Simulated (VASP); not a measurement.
Set up this calculation in VASP 6.6.1, as the native input.

| Property | Result |
| --- | --- |
| Task | single point |
| Functional | PBE |
| Potentials or basis | VASP PAW PBE potentials, release 64 (Ca_sv, S) |
| Cutoff | 500 eV |
| k mesh | 6 × 6 × 6 |
| Occupations | gaussian, width 0.5 eV |
| Spin | no spin polarisation |
| Dipole correction | no |
| Further INCAR settings | ALGO = Normal; EDIFF = 1e-06; NBANDS = 15 |

The structure of CaS lies in POSCAR:

```
CaS
1.0
    0.0000000000      2.8479357440      2.8479357440
    2.8479357440      0.0000000000      2.8479357440
    2.8479357440      2.8479357440      0.0000000000
Ca S
1 1
Direct
    0.0000000000      0.0000000000      0.0000000000
    0.5000000000      0.5000000000      0.5000000000
```

These files were run (other wordings do the same):

INCAR

```
SYSTEM = CaS
PREC = Accurate ; ENCUT = 500
EDIFF = 1E-6 ; ISMEAR = 0
SIGMA = 0.5 ; LREAL = .False.
LASPH = .True. ; NELM = 120
ALGO = Normal ; ISIF = 2
LWAVE = .False. ; LCHARG = .False.
GGA = PE ; NBANDS = 15
GGA_COMPAT = .False.
```

KPOINTS

```
Automatic mesh
0
Gamma
  6 6 6
  0 0 0
```

Potentials or basis: VASP PAW PBE potentials, release 64 (Ca_sv, S).

Command:

```bash
$ cat potpaw_PBE.64/Ca_sv/POTCAR potpaw_PBE.64/S/POTCAR > POTCAR
$ mpirun -np 1 vasp_std > vasp.out
```

It gave:

```yaml
Pressure: 0.6 GPa
Band_gap_on_the_k_mesh: 2.36 eV (least direct gap 3.16 eV)
```

It took 12 s on 1 thread of Intel(R) Xeon(R) Platinum 8375C CPU @ 2.90GHz (Ice Lake), with other jobs on the host, peak memory 0.17 GiB.
